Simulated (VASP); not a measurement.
# B3C (P1) in VASP: single point with PBE

Aim: the single point of B3C with PBE.

All numbers are computed with VASP 6.6.1; they aren't measurements. Logs are shortened: lines on timing, memory, paths and dates and some standing lists are left out, and cuts for length are marked.

## 1. The cell of the first run

The typed cell holds 8 atoms: a = 3.951 Å, b = 4.158 Å, c = 3.883 Å, α = 62.34°, β = 89.29°, γ = 89.38°.

## 2. Single point, PBE

INCAR reads:

```
  PREC = Accurate
  ENCUT = 520
  EDIFF = 1E-7
  ISMEAR = 0
  SIGMA = 0.2
  LREAL = False
  LASPH = True
  NELM = 100
  ALGO = Normal
  ISIF = 2
  LWAVE = False
  LCHARG = True
  GGA = PE
  LELF = True
  LVHAR = True
  NBANDS = 23
```

KPOINTS reads:

```
regular mesh
0
Gamma
  6 6 6
```

POSCAR reads:

```
B3C
1.0
    3.9510523750      0.0235131182      0.0205364370
    0.0158903463      4.0463432846      0.9568424474
    0.0228748478      0.9629657071      3.7621119878
B C
6 2
Direct
    0.1854677289      0.5654718827      0.0607992457
    0.6927594005      0.5736396907      1.0643493205
    0.9257690262      0.2667684049     -0.0401513135
    1.1703017633      0.5727193456      0.5569664659
    0.4478007994      1.2838072656      0.4631204552
    0.4501978746      0.8394918838      0.6615759296
    0.9299945050     -0.1677616329      0.1768309225
    0.6977089021      0.5658631594      0.5565089742
```

Potentials or basis: VASP PAW PBE potentials, release 64 (B, C).

Launch:

```console
$ cat potpaw_PBE.64/B/POTCAR potpaw_PBE.64/C/POTCAR > POTCAR
$ mpirun -np 1 vasp_std > vasp.out
```

OUTCAR:

```text
PREC = Accurate
   ENCUT = 520
   EDIFF = 1E-7
   ISMEAR = 0
   LREAL = False
   LASPH = True
   NELM = 100
   ISIF = 2
   GGA = PE

 ion  position               nearest neighbor table
   1  0.185  0.565  0.061-   7 1.70   6 1.77   5 1.79   3 1.80   4 1.94   4 1.94   2 1.95   2 2.01

   2  0.693  0.574  0.064-   7 1.64   6 1.73   5 1.74   3 1.76   8 1.90   1 1.95   8 1.99   1 2.01

   3  0.926  0.267  0.960-   7 1.60   8 1.74   2 1.76   4 1.77   1 1.80
   4  0.170  0.573  0.557-   7 1.67   6 1.75   3 1.77   5 1.77   8 1.87   1 1.94   1 1.94   8 2.08

   5  0.448  0.284  0.463-   6 1.64   8 1.71   2 1.74   4 1.77   1 1.79
   6  0.450  0.839  0.662-   5 1.64   8 1.68   2 1.73   4 1.75   1 1.77
   7  0.930  0.832  0.177-   3 1.60   2 1.64   8 1.65   4 1.67   1 1.70
   8  0.698  0.566  0.557-   7 1.65   6 1.68   5 1.71   3 1.74   4 1.87   2 1.90   2 1.99   4 2.08

  LATTYP: Found a triclinic cell.
 ALAT       =     3.8834665983
 B/A-ratio  =     1.0706845085
 C/A-ratio  =     1.0174352241
 COS(alpha) =     0.0108087761
 COS(beta)  =     0.0124008872
 COS(gamma) =     0.4642626787

  Lattice vectors:

 A1 = (  -0.0228748478,  -0.9629657071,  -3.7621119878)
 A2 = (  -0.0158903463,  -4.0463432846,  -0.9568424474)
 A3 = (  -3.9510523750,  -0.0235131182,  -0.0205364370)

Analysis of symmetry for initial positions (statically):
=====================================================================
 Subroutine PRICEL returns:
 Original cell was already a primitive cell.

 Routine SETGRP: Setting up the symmetry group for a
 triclinic supercell.

 Subroutine GETGRP returns: Found  1 space group operations
 (whereof  1 operations were pure point group operations)
 out of a pool of  2 trial point group operations.

The static configuration has the point symmetry C_1 .

Analysis of symmetry for dynamics (positions and initial velocities):
=====================================================================
 Subroutine PRICEL returns:
 Original cell was already a primitive cell.

 Routine SETGRP: Setting up the symmetry group for a
 triclinic supercell.

 Subroutine GETGRP returns: Found  1 space group operations
 (whereof  1 operations were pure point group operations)
 out of a pool of  2 trial point group operations.

The dynamic configuration has the point symmetry C_1 .

 Subroutine INISYM returns: Found  1 space group operations
 (whereof  1 operations are pure point group operations),
 and found     1 'primitive' translations

----------------------------------------------------------------------------------------

                                     Primitive cell

  volume of cell :      56.5031

  direct lattice vectors                    reciprocal lattice vectors
     3.951052375  0.023513118  0.020536437     0.253108224 -0.000670647 -0.001367318
     0.015890346  4.046343285  0.956842447    -0.001215564  0.263062403 -0.067327147
     0.022874848  0.962965707  3.762111988    -0.001072493 -0.066902714  0.282939358

  length of vectors
     3.951175709  4.157967526  3.883466598     0.253112805  0.271544196  0.290743536

  position of ions in fractional coordinates (direct lattice)
     0.185467729  0.565471883  0.060799246
     0.692759401  0.573639691  0.064349320
     0.925769026  0.266768405  0.959848687
     0.170301763  0.572719346  0.556966466
     0.447800799  0.283807266  0.463120455
     0.450197875  0.839491884  0.661575930
     0.929994505  0.832238367  0.176830923
     0.697708902  0.565863159  0.556508974

  ion indices of the primitive-cell ions
   primitive index   ion index
                 1           1
                 2           2
                 3           3
                 4           4
                 5           5
                 6           6
                 7           7
                 8           8

----------------------------------------------------------------------------------------

 KPOINTS: regular mesh

Automatic generation of k-mesh.
 Grid dimensions read from file:
 generate k-points for:    6    6    6

 Generating k-lattice:

  Cartesian coordinates                     Fractional coordinates (reciprocal lattice)
     0.042184704 -0.000111775 -0.000227886     0.166666667  0.000000000  0.000000000
    -0.000202594  0.043843734 -0.011221191    -0.000000000  0.166666667 -0.000000000
    -0.000178749 -0.011150452  0.047156560     0.000000000  0.000000000  0.166666667

  Length of vectors
     0.042185468  0.045257366  0.048457256

  Shift w.r.t. Gamma in fractional coordinates (k-lattice)
     0.000000000  0.000000000  0.000000000

 Subroutine IBZKPT returns following result:
 ===========================================

 Found    112 irreducible k-points:

 Following reciprocal coordinates:
            Coordinates               Weight
  0.000000  0.000000  0.000000      1.000000
  0.166667  0.000000  0.000000      2.000000
  0.333333 -0.000000 -0.000000      2.000000
  0.500000 -0.000000 -0.000000      1.000000
  0.000000  0.166667 -0.000000      2.000000
  0.166667  0.166667  0.000000      2.000000
[... 16 lines left out ...]
  0.333333  0.000000  0.166667      2.000000
  0.500000 -0.000000  0.166667      2.000000
 [... further k-points ...]
   k-points           NKPTS =    112   k-points in BZ     NKDIM =    112   number of bands    NBANDS=     23
   number of dos      NEDOS =    301   number of ions     NIONS =      8
   total plane-waves  NPLWV =  28800
   dimension x,y,z NGX =    30 NGY =   32 NGZ =   30
   dimension x,y,z NGXF=    60 NGYF=   64 NGZF=   60
   ions per type =               6   2
   NGX,Y,Z   is equivalent  to a cutoff of  12.62, 12.79, 12.84 a.u.
   NGXF,Y,Z  is equivalent  to a cutoff of  25.25, 25.59, 25.69 a.u.
 SYSTEM =  unknown system
   PREC   = accura    normal or accurate (medium, high low for compatibility)
   ISTART =      0    job   : 0-new  1-cont  2-samecut
   ICHARG =      2    charge: 1-file 2-atom 10-const
   ISPIN  =      1    spin polarized calculation?
   LNONCOLLINEAR =      F non collinear calculations
   LSORBIT =      F    spin-orbit coupling
   LASPH  =      T    aspherical Exc in radial PAW
   ENCUT  =  520.0 eV  38.22 Ry    6.18 a.u.   7.35  7.73  7.22*2*pi/ulx,y,z
   NELM   =    100;   NELMIN=  2; NELMDL= -5     # of ELM steps
   EDIFF  = 0.1E-06   stopping-criterion for ELM
   LREAL  =      F    real-space projection
   EDIFFG = 0.1E-05   stopping-criterion for IOM
   NSW    =      0    number of steps for IOM
   IBRION =     -1    ionic relax: 0-MD 1-quasi-New 2-CG
   NFREE  =      0    steps in history (QN), initial steepest desc. (CG)
   ISIF   =      2    stress and relaxation
   ISYM   =      2    0-nonsym 1-usesym 2-fastsym
   POTIM  = 0.5000    time-step for ionic-motion
   TEBEG  =    0.0;   TEEND  =   0.0 temperature during run
   PSTRESS=    0.0 pullay stress
   NELECT =      26.0000    total number of electrons
   NUPDOWN=      -1.0000    fix difference up-down
   EMIN   =  10.00;   EMAX   =-10.00  energy-range for DOS
   EFERMI =   0.00;   METHOD = LEGACY
   ISMEAR =     0;   SIGMA  =   0.20  broadening in eV -4-tet -1-fermi 0-gaus
   EFERMI_NEDOS =   21; number of points for ismear=-14 and -15
   IALGO  =     38    algorithm
   IMIX   =      4    mixing-type and parameters
     AMIX     =   0.40;   BMIX     =  1.00
     AMIX_MAG =   1.60;   BMIX_MAG =  1.00
  volume/ion in A,a.u.               =       7.06        47.66
  Fermi-wavevector in a.u.,A,eV,Ry     =   1.263888  2.388402 21.734124  1.597413
  Thomas-Fermi vector in A             =   2.397222
   LORBIT       =      0    0 simple, 1 ext, 2 COOP (PROOUT), +10 PAW based schemes
   GGA     = PE    functional components
   LHFCALC =     F    Hartree Fock is set to
   AEXX    =    0.0000 exact exchange contribution
   IVDW    =     0    specifies the selected vdW correction
   LEPSILON=     F    determine dielectric tensor
   LRPA    =     F    only Hartree local field effects (RPA)
 non-spin polarized calculation
 Gauss-broadening in eV      SIGMA  =   0.20
  energy-cutoff  :      520.00
  volume of cell :       56.50
 maximum number of plane-waves:      1535
 NGX is ok and might be reduce to    30
   NGX = 15   NGY = 15   NGZ = 15

 number of electron      25.9999999 magnetization

 Free energy of the ion-electron system (eV)
  ---------------------------------------------------
  ext. energy  EPLUGINS =         0.00000000
  ---------------------------------------------------
  free energy    TOTEN  =       -55.36450683 eV

  energy without entropy =      -55.34315869  energy(sigma->0) =      -55.35383276

 E-fermi :   6.6689     XC(G=0): -11.7163

 val. band max:        6.6425016021   @ k =  -0.3333  -0.3333   0.1667
 cond. band min:       6.6717116179   @ k =   0.0000   0.3333   0.3333
 fundamental gap:      0.0292100158
 Fermi energy:         6.6689349275

 k-point     1 :       0.0000    0.0000    0.0000
  band No.  band energies     occupation
      1     -11.7434      2.00000
      2      -5.5856      2.00000
      3      -3.7361      2.00000
      4      -3.6289      2.00000
      5      -2.0244      2.00000
      6      -1.3924      2.00000
[... 15 lines left out ...]
     22      17.0720      0.00000
     23      17.3188      0.00000

 k-point     2 :       0.1667    0.0000    0.0000
  band No.  band energies     occupation
      1     -11.5940      2.00000
      2      -6.4076      2.00000
      3      -4.2162      2.00000
      4      -2.5979      2.00000
      5      -1.8120      2.00000
      6      -0.7237      2.00000
[... 15 lines left out ...]
     22      17.0999      0.00000
     23      17.8775      0.00000

 k-point     3 :       0.3333   -0.0000   -0.0000
  band No.  band energies     occupation
      1     -11.2134      2.00000
      2      -7.6945      2.00000
      3      -3.9659      2.00000
      4      -2.0941      2.00000
      5      -1.5239      2.00000
      6      -0.5457      2.00000
[... 15 lines left out ...]
     22      16.8680      0.00000
     23      17.4054      0.00000
[... 495 lines left out ...]
 k-point    23 :       0.3333    0.0000    0.1667
  band No.  band energies     occupation
      1     -11.0335      2.00000
      2      -7.4261      2.00000
      3      -5.2529      2.00000
      4      -2.4706      2.00000
      5      -1.3784      2.00000
      6      -0.5550      2.00000
[... 15 lines left out ...]
     22      16.0331      0.00000
     23      16.8466      0.00000

 k-point    24 :       0.5000   -0.0000    0.1667
  band No.  band energies     occupation
      1     -10.7614      2.00000
      2      -8.0942      2.00000
      3      -4.8630      2.00000
      4      -2.7337      2.00000
      5      -1.4093      2.00000
      6      -0.4749      2.00000
[... 15 lines left out ...]
     22      16.6384      0.00000
     23      17.6473      0.00000

 [... further k-points ...]
[... 5 lines left out ...]
  --------------------------------------------------------------------------------------
  -------------------------------------------------------------------------------------
  Total        0.0326444      0.0297786      0.0269886      0.0140655      0.0169114     -0.0097548
  in kB        0.9256515      0.8443904      0.7652778      0.3988345      0.4795330     -0.2766016
  external PRESSURE =       0.8451066 kB  Pullay stress =       0.0000000 kB

 VOLUME and BASIS-vectors are now :
 -----------------------------------------------------------------------------
  energy-cutoff  :      520.00
  volume of cell :       56.50
      direct lattice vectors                 reciprocal lattice vectors
     3.951052375  0.023513118  0.020536437     0.253108224 -0.000670647 -0.001367318
     0.015890346  4.046343285  0.956842447    -0.001215564  0.263062403 -0.067327147
     0.022874848  0.962965707  3.762111988    -0.001072493 -0.066902714  0.282939358

 POSITION                                       TOTAL-FORCE (eV/Angst)
 -----------------------------------------------------------------------------------
      0.74317      2.35100      0.77361         0.007783     -0.004234      0.002831
      2.74772      2.39940      0.80520        -0.009800     -0.008153      0.003904
      3.68396      2.02551      3.88533         0.003061     -0.004890      0.000170
      0.69471      2.85776      2.64687         0.009497     -0.005433      0.005477
      1.78439      1.60488      2.02307        -0.003983     -0.012156      0.000108
      1.80723      4.04453      3.30143        -0.005132      0.008549     -0.000049
      3.69173      3.55967      1.48068         0.006918      0.033585     -0.014768
      2.77841      2.84198      2.64942        -0.008345     -0.007266      0.002327
 -----------------------------------------------------------------------------------
    total drift:                               -0.000086     -0.000117     -0.000011

  FREE ENERGIE OF THE ION-ELECTRON SYSTEM (eV)
  ---------------------------------------------------
  free  energy   TOTEN  =       -55.3645068282 eV

  energy  without entropy=      -55.3431586948  energy(sigma->0) =      -55.35383276
```

It took 70 s on 1 thread of Intel Xeon Platinum 8559C (Emerald Rapids), shared host; peak memory 0.24 GiB.

Results:

- Free energy: -55.3645 eV
- Pressure: 0.1 GPa
- Largest force: 0.037 eV/Å
- Band gap on the k mesh: zero (band 13 reaches 9.29 eV, above the bottom of band 14 at 4.33 eV)

Forces in eV/Å, atoms in the order of the input:
```
B    0.008 -0.004  0.003
B   -0.010 -0.008  0.004
B    0.003 -0.005  0.000
B    0.009 -0.005  0.005
B   -0.004 -0.012  0.000
B   -0.005  0.009  0.000
C    0.007  0.034 -0.015
C   -0.008 -0.007  0.002
```
